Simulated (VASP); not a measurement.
# Co (P6_3/mmc) in VASP: single point with PBEsol+D4

Aim: the single point of Co with PBEsol+D4.

Program: VASP 6.6.1. These are calculated values, not measurements. Logs are shortened: lines on timing, memory, paths and dates and some standing lists are left out, and cuts for length are marked.

## Step 1: The cell of the first run

The structure is hexagonal, space group P6_3/mmc (No. 194). Conventional cell: a = 2.444 Å, b = 2.444 Å, c = 3.948 Å, α = 90.00°, β = 90.00°, γ = 120.00°. Within 3.2 Å of Co (site symmetry -6m2) lie 12 Co at 2.43 to 2.44 Å.

## Step 2: Single point, PBEsol+D4, collinear spin, ferromagnetic start

The input, INCAR:

```
PREC = Accurate
ENCUT = 600
EDIFF = 1E-6
ISMEAR = 0
SIGMA = 0.1
LREAL = F
LASPH = T
NELM = 200
ALGO = Normal
ISIF = 2
LWAVE = F
LCHARG = F
ISPIN = 2
MAGMOM = 1.73 1.73
LORBIT = 11
LMAXMIX = 4
GGA = PS
IVDW = 13
NBANDS = 20
GGA_COMPAT = F
```

The input, KPOINTS:

```
Automatic mesh
0
Gamma
  21 21 10
```

The input, POSCAR:

```
Co
1.0
    2.4441171716      0.0000000000      0.0000000000
   -1.2220585858      2.1166675605      0.0000000000
    0.0000000000      0.0000000000      3.9476385445
Co
2
Direct
    0.3333333333      0.6666666667      0.2500000000
    0.6666666667      0.3333333333      0.7500000000
```

Potentials or basis: VASP PAW PBE potentials, release 64 (Co).

The run is started by

```sh
$ cat potpaw_PBE.64/Co/POTCAR > POTCAR
$ mpirun -np 1 vasp_std > vasp.out
```

OUTCAR:

```text
PREC = Accurate
   ENCUT = 600
   EDIFF = 1E-6
   ISMEAR = 0
   LREAL = F
   LASPH = T
   NELM = 200
   ISIF = 2
   ISPIN = 2
   LORBIT = 11
   GGA = PS
   IVDW = 13

 ion  position               nearest neighbor table
   1  0.333  0.667  0.250-   2 2.43   2 2.43   2 2.43   2 2.43   2 2.43   2 2.43
   2  0.667  0.333  0.750-   1 2.43   1 2.43   1 2.43   1 2.43   1 2.43   1 2.43

  LATTYP: Found a hexagonal cell.
 ALAT       =     2.4441171716
 C/A-ratio  =     1.6151592855

  Lattice vectors:

 A1 = (   2.4441171716,   0.0000000000,   0.0000000000)
 A2 = (  -1.2220585858,   2.1166675605,   0.0000000000)
 A3 = (   0.0000000000,   0.0000000000,   3.9476385445)

Analysis of symmetry for initial positions (statically):
=====================================================================
 Subroutine PRICEL returns:
 Original cell was already a primitive cell.

 Routine SETGRP: Setting up the symmetry group for a
 hexagonal supercell.

 Subroutine GETGRP returns: Found 24 space group operations
 (whereof 12 operations were pure point group operations)
 out of a pool of 24 trial point group operations.

The static configuration has the point symmetry D_3d.
 The point group associated with its full space group is D_6h.

Analysis of symmetry for dynamics (positions and initial velocities):
=====================================================================
 Subroutine PRICEL returns:
 Original cell was already a primitive cell.

 Routine SETGRP: Setting up the symmetry group for a
 hexagonal supercell.

 Subroutine GETGRP returns: Found 24 space group operations
 (whereof 12 operations were pure point group operations)
 out of a pool of 24 trial point group operations.

The dynamic configuration has the point symmetry D_3d.
 The point group associated with its full space group is D_6h.

Analysis of structural, dynamic, and magnetic symmetry:
=====================================================================
 Subroutine PRICEL returns:
 Original cell was already a primitive cell.

 Routine SETGRP: Setting up the symmetry group for a
 hexagonal supercell.

 Subroutine GETGRP returns: Found 24 space group operations
 (whereof 12 operations were pure point group operations)
 out of a pool of 24 trial point group operations.

The overall configuration has the point symmetry D_3d.
 The point group associated with its full space group is D_6h.

 Subroutine INISYM returns: Found 24 space group operations
 (whereof 12 operations are pure point group operations),
 and found     1 'primitive' translations

----------------------------------------------------------------------------------------

                                     Primitive cell

  volume of cell :      20.4226

  direct lattice vectors                    reciprocal lattice vectors
     2.444117172  0.000000000  0.000000000     0.409145687  0.236220373  0.000000000
    -1.222058586  2.116667560  0.000000000     0.000000000  0.472440745  0.000000000
     0.000000000  0.000000000  3.947638545     0.000000000  0.000000000  0.253315999

  length of vectors
     2.444117172  2.444117172  3.947638545     0.472440745  0.472440745  0.253315999

  position of ions in fractional coordinates (direct lattice)
     0.333333333  0.666666667  0.250000000
     0.666666667  0.333333333  0.750000000

  ion indices of the primitive-cell ions
   primitive index   ion index
                 1           1
                 2           2

----------------------------------------------------------------------------------------

 KPOINTS: Automatic mesh

Automatic generation of k-mesh.
 Grid dimensions read from file:
 generate k-points for:   21   21   10

 Generating k-lattice:

  Cartesian coordinates                     Fractional coordinates (reciprocal lattice)
     0.019483128  0.011248589  0.000000000     0.047619048  0.000000000  0.000000000
     0.000000000  0.022497178  0.000000000     0.000000000  0.047619048  0.000000000
     0.000000000  0.000000000  0.025331600     0.000000000  0.000000000  0.100000000

  Length of vectors
     0.022497178  0.022497178  0.025331600

  Shift w.r.t. Gamma in fractional coordinates (k-lattice)
     0.000000000  0.000000000  0.000000000

 Subroutine IBZKPT returns following result:
 ===========================================

 Found    288 irreducible k-points:

 Following reciprocal coordinates:
            Coordinates               Weight
  0.000000  0.000000  0.000000      1.000000
  0.047619 -0.000000  0.000000      6.000000
  0.095238 -0.000000  0.000000      6.000000
  0.142857 -0.000000  0.000000      6.000000
  0.190476 -0.000000  0.000000      6.000000
  0.238095 -0.000000  0.000000      6.000000
[... 16 lines left out ...]
  0.142857  0.095238  0.000000     12.000000
  0.190476  0.095238  0.000000     12.000000
 [... further k-points ...]
   k-points           NKPTS =    288   k-points in BZ     NKDIM =    288   number of bands    NBANDS=     20
   number of dos      NEDOS =    301   number of ions     NIONS =      2
   total plane-waves  NPLWV =  12800
   dimension x,y,z NGX =    20 NGY =   20 NGZ =   32
   dimension x,y,z NGXF=    40 NGYF=   40 NGZF=   64
   ions per type =               2
   NGX,Y,Z   is equivalent  to a cutoff of  13.60, 13.60, 13.48 a.u.
   NGXF,Y,Z  is equivalent  to a cutoff of  27.21, 27.21, 26.95 a.u.
 SYSTEM =  unknown system
   PREC   = accura    normal or accurate (medium, high low for compatibility)
   ISTART =      0    job   : 0-new  1-cont  2-samecut
   ICHARG =      2    charge: 1-file 2-atom 10-const
   ISPIN  =      2    spin polarized calculation?
   LNONCOLLINEAR =      F non collinear calculations
   LSORBIT =      F    spin-orbit coupling
   LASPH  =      T    aspherical Exc in radial PAW
   ENCUT  =  600.0 eV  44.10 Ry    6.64 a.u.   4.88  4.88  7.88*2*pi/ulx,y,z
   NELM   =    200;   NELMIN=  2; NELMDL= -5     # of ELM steps
   EDIFF  = 0.1E-05   stopping-criterion for ELM
   LREAL  =      F    real-space projection
   EDIFFG = 0.1E-04   stopping-criterion for IOM
   NSW    =      0    number of steps for IOM
   IBRION =     -1    ionic relax: 0-MD 1-quasi-New 2-CG
   NFREE  =      0    steps in history (QN), initial steepest desc. (CG)
   ISIF   =      2    stress and relaxation
   ISYM   =      2    0-nonsym 1-usesym 2-fastsym
   POTIM  = 0.5000    time-step for ionic-motion
   TEBEG  =    0.0;   TEEND  =   0.0 temperature during run
   PSTRESS=    0.0 pullay stress
   NELECT =      18.0000    total number of electrons
   NUPDOWN=      -1.0000    fix difference up-down
   EMIN   =  10.00;   EMAX   =-10.00  energy-range for DOS
   EFERMI =   0.00;   METHOD = LEGACY
   ISMEAR =     0;   SIGMA  =   0.10  broadening in eV -4-tet -1-fermi 0-gaus
   EFERMI_NEDOS =   21; number of points for ismear=-14 and -15
   IALGO  =     38    algorithm
   IMIX   =      4    mixing-type and parameters
     AMIX     =   0.40;   BMIX     =  1.00
     AMIX_MAG =   1.60;   BMIX_MAG =  1.00
  volume/ion in A,a.u.               =      10.21        68.91
  Fermi-wavevector in a.u.,A,eV,Ry     =   1.569622  2.966155 33.520838  2.463712
  Thomas-Fermi vector in A             =   2.671477
   LORBIT       =     11    0 simple, 1 ext, 2 COOP (PROOUT), +10 PAW based schemes
   GGA     = PS    functional components
   LHFCALC =     F    Hartree Fock is set to
   AEXX    =    0.0000 exact exchange contribution
   IVDW    =    13    specifies the selected vdW correction
   LEPSILON=     F    determine dielectric tensor
   LRPA    =     F    only Hartree local field effects (RPA)
 spin polarized calculation
 Gauss-broadening in eV      SIGMA  =   0.10
  energy-cutoff  :      600.00
  volume of cell :       20.42
 maximum number of plane-waves:       705
 NGX is ok and might be reduce to    20
   NGX =  9   NGY =  9   NGZ = 15

 number of electron      18.0000003 magnetization       3.0903158

 Free energy of the ion-electron system (eV)
  ---------------------------------------------------
  ext. energy  EPLUGINS =         0.00000000
  ---------------------------------------------------
  free energy    TOTEN  =       -15.47529201 eV

  energy without entropy =      -15.46726578  energy(sigma->0) =      -15.47127890

 E-fermi :  10.9441     XC(G=0): -13.9415

 val. band max:       10.9433171639   @ k =   0.0476   0.0476   0.2000
 cond. band min:      10.9443471346   @ k =   0.0952   0.0476   0.2000
 fundamental gap:      0.0010299708
 Fermi energy:        10.9441003978

 spin component 1

 k-point     1 :       0.0000    0.0000    0.0000
  band No.  band energies     occupation
      1       1.6213      1.00000
      2       5.5205      1.00000
      3       8.2878      1.00000
      4       8.3052      1.00000
      5       8.3052      1.00000
      6       8.6551      1.00000
[... 12 lines left out ...]
     19      37.8354      0.00000
     20      37.8354      0.00000
[... 507 lines left out ...]
 k-point    24 :       0.1905    0.0952    0.0000
  band No.  band energies     occupation
      1       3.7619      1.00000
      2       6.4696      1.00000
      3       7.2944      1.00000
      4       7.3970      1.00000
      5       8.3341      1.00000
      6       8.3737      1.00000
[... 12 lines left out ...]
     19      36.9383      0.00000
     20      38.2213      0.00000

 [... further k-points ...]

 spin component 2

 k-point     1 :       0.0000    0.0000    0.0000
  band No.  band energies     occupation
      1       1.6865      1.00000
      2       6.4411      1.00000
      3       9.8445      1.00000
      4       9.8588      1.00000
      5       9.8588      1.00000
      6      10.2618      1.00000
[... 12 lines left out ...]
     19      38.1800      0.00000
     20      38.1800      0.00000
[... 507 lines left out ...]
 k-point    24 :       0.1905    0.0952    0.0000
  band No.  band energies     occupation
      1       3.8672      1.00000
      2       7.5708      1.00000
      3       8.3779      1.00000
      4       8.7281      1.00000
      5       9.8212      1.00000
      6       9.9315      1.00000
[... 12 lines left out ...]
     19      37.1972      0.00000
     20      38.6747      0.00000

 [... further k-points ...]

------------------------ aborting loop because EDIFF is reached ----------------------------------------

  DFT-D4 for vdW energy calculation

  Edisp (eV):   -0.52070

  FORCE on cell =-STRESS in cart. coord.  units (eV):
  Direction    XX          YY          ZZ          XY          YZ          ZX
  --------------------------------------------------------------------------------------
  -------------------------------------------------------------------------------------
  Total      -0.13256    -0.13256    -0.14763     0.00000    -0.00000     0.00000
  in kB     -10.39908   -10.39908   -11.58176     0.00000    -0.00000     0.00000
  external pressure =      -10.79 kB  Pullay stress =        0.00 kB

 VOLUME and BASIS-vectors are now :
 -----------------------------------------------------------------------------
  energy-cutoff  :      600.00
  volume of cell :       20.42
      direct lattice vectors                 reciprocal lattice vectors
     2.444117172  0.000000000  0.000000000     0.409145687  0.236220373  0.000000000
    -1.222058586  2.116667560  0.000000000     0.000000000  0.472440745  0.000000000
     0.000000000  0.000000000  3.947638545     0.000000000  0.000000000  0.253315999

 POSITION                                       TOTAL-FORCE (eV/Angst)
 -----------------------------------------------------------------------------------
     -0.00000      1.41111      0.98691         0.000000     -0.000000      0.000000
      1.22206      0.70556      2.96073        -0.000000      0.000000      0.000000
 -----------------------------------------------------------------------------------
    total drift:                                0.000000      0.000000     -0.000000

  FREE ENERGIE OF THE ION-ELECTRON SYSTEM (eV)
  ---------------------------------------------------
  free  energy   TOTEN  =       -15.9959895979 eV

  energy  without entropy=      -15.9879633683  energy(sigma->0) =      -15.99197648

 total charge

# of ion       s       p       d       tot
------------------------------------------
    1        0.515   0.580   7.303   8.397
    2        0.515   0.580   7.303   8.397
--------------------------------------------------
tot          1.029   1.159  14.605  16.794

 magnetization (x)

# of ion       s       p       d       tot
------------------------------------------
    1       -0.016  -0.053   1.619   1.550
    2       -0.016  -0.053   1.619   1.550
--------------------------------------------------
tot         -0.031  -0.106   3.238   3.101
```

Wall time 5.7 min (1 thread of AMD EPYC 7R13, shared host); peak memory 0.28 GiB.

Results:

- Free energy: -15.9960 eV
- Pressure: -1.1 GPa
- Net moment: 3.09 μB per cell
- Site moments: Co +1.55 μB
- Valence electrons inside the program's atomic spheres: Co 8.40
- Dispersion energy per atom: -0.260 eV

Caveat: the PAW data sets were made with another functional, which shifts forces and pressure a little; pairwise dispersion overbinds metals, which lowers pressure and volume.
